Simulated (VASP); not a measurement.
Crystal: NbPdSe3.

```
CELL_PARAMETERS angstrom
4.75822 0.00000 0.00000
-2.37911 4.12074 0.00000
0.00000 0.00000 6.18652
ATOMIC_POSITIONS crystal
Nb 0.00000 0.00000 0.00000
Pd 0.00000 0.00000 0.50000
Se 0.33333 0.66667 0.26232
Se 0.33333 0.66667 0.73768
Se 0.66667 0.33333 0.50000
```

The cell was generated, and may not be a known phase.

```yaml
Program: VASP 6.6.1
Task: relaxation of cell and atoms
Functional: PBE
Potentials_or_basis: VASP PAW PBE potentials, release 64 (Nb_sv, Pd, Se)
Cutoff: 600 eV
k_mesh: 6 × 6 × 4
Occupations: gaussian, width 0.1 eV
Spin: no spin polarisation
```

At the start: pressure -11.1 GPa; volume 24.26 Å³/atom.

Question: Where does the relaxation end?

Answer: Over 35 steps the energy falls by 770.9 meV/atom and the volume is 25.51 Å³/atom (+5.2 %); space group P-6m2 (No. 187, to 0.1 Å) before and after.

The path:
| step | energy change (eV) | largest force (eV/Å) | pressure (GPa) | volume (Å³) |
| --- | --- | --- | --- | --- |
| 1 | 0.0000 | 2.4120 | -11.11 | 121.30 |
| 2 | -1.4426 | 2.7458 | 6.40 | 94.08 |
| 3 | -1.4510 | 2.7731 | 4.75 | 95.40 |
| 4 | -2.1580 | 0.7238 | 6.94 | 93.92 |
| 5 | -2.2210 | 0.5637 | 9.65 | 93.17 |
| 6 | -2.6664 | 0.3833 | -2.61 | 107.00 |
| 7 | -2.6657 | 0.3733 | -2.99 | 107.65 |
| 8 | -2.9319 | 0.2114 | -0.97 | 107.26 |
| 9 | -3.1385 | 0.5860 | 4.25 | 105.87 |
| 10 | -2.5873 | 1.1292 | 22.82 | 100.51 |
| 11 | -3.1940 | 0.8151 | 7.41 | 104.98 |
| 12 | -3.1439 | 0.9539 | 13.91 | 102.99 |
| 13 | -3.1957 | 0.9162 | 11.88 | 103.62 |
| 14 | -3.2671 | 0.7885 | 11.67 | 104.47 |
| 15 | -3.3794 | 0.4499 | 11.46 | 106.88 |
| 16 | -3.3784 | 0.2836 | 11.53 | 107.70 |
| 17 | -3.4993 | 0.1077 | 9.30 | 109.59 |
| 18 | -3.7234 | 0.3691 | 3.58 | 115.40 |
| 19 | -3.6583 | 1.1161 | -4.38 | 127.62 |
| 20 | -3.7704 | 0.7086 | -0.21 | 120.38 |
| 21 | -3.7708 | 0.6830 | 0.06 | 119.97 |
| 22 | -3.7774 | 0.6354 | 0.05 | 120.08 |
| 23 | -3.7938 | 0.4899 | 0.04 | 120.41 |
| 24 | -3.8115 | 0.1917 | 0.03 | 121.08 |
| 25 | -3.8129 | 0.0825 | 0.04 | 121.32 |
| 26 | -3.8199 | 0.0471 | 0.28 | 121.50 |
| 27 | -3.8329 | 0.0622 | 1.02 | 122.02 |
| 28 | -3.8220 | 0.2953 | 2.68 | 122.98 |
| 29 | -3.8347 | 0.1388 | 1.51 | 122.32 |
| 30 | -3.8391 | 0.1158 | 1.32 | 122.90 |
| 31 | -3.8489 | 0.0475 | 0.78 | 124.66 |
| 32 | -3.8539 | 0.0882 | -0.22 | 128.20 |
| 33 | -3.8544 | 0.0558 | 0.00 | 127.37 |
| 34 | -3.8545 | 0.0463 | -0.01 | 127.42 |
| 35 | -3.8547 | 0.0179 | -0.04 | 127.57 |

Final structure:
```xyz
5
Lattice="3.8908 0.0000 0.0000 -1.9454 3.3695 0.0000 0.0000 0.0000 9.7303" Properties=species:S:1:pos:R:3 pbc="T T T"
Nb   -1.9454    3.3695    0.0000
Pd    0.0000    0.0000    4.8652
Se    0.0000    2.2463    1.5493
Se    0.0000    2.2463    8.1810
Se    1.9454    1.1232    4.8652
```

Caveat: a cell axis changed by over 15 % at a fixed basis, so the end point is rough.
